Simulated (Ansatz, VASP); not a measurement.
## One calculation of WC, two programs

```
CELL_PARAMETERS angstrom
0.00000 2.19268 2.19268
2.19268 0.00000 2.19268
2.19268 2.19268 0.00000
ATOMIC_POSITIONS crystal
W 0.00000 0.00000 0.01000
C 0.50000 0.50000 0.50000
```

Alike in both runs: task single point; functional PBEsol; k mesh 8 × 8 × 8; occupations fermi-dirac, width 0.05 eV; no spin polarisation.

|  | VASP | Ansatz |
| --- | --- | --- |
| version | VASP 6.6.1 | Ansatz 0.2.0 |
| potentials or method | VASP PAW PBE potentials, release 64 (W_sv, C), cutoff 520 eV | plane waves, PAW |
| valence electrons in the cell | 18 | 18 |

|  | VASP | Ansatz | Ansatz less VASP |
| --- | --- | --- | --- |
| gap on the k mesh at the Fermi level (eV) | none | none | - |
| rms of the force components (eV/Å) | 0.111 | 0.110 | -0.0018 |

VASP's potentials were made for PBE, not for PBEsol. Atom by atom the forces differ by 0.002 eV/Å (rms over components). A gap of «none» marks a metal or a gap that the smearing closes.

Spin-orbit coupling is off throughout.
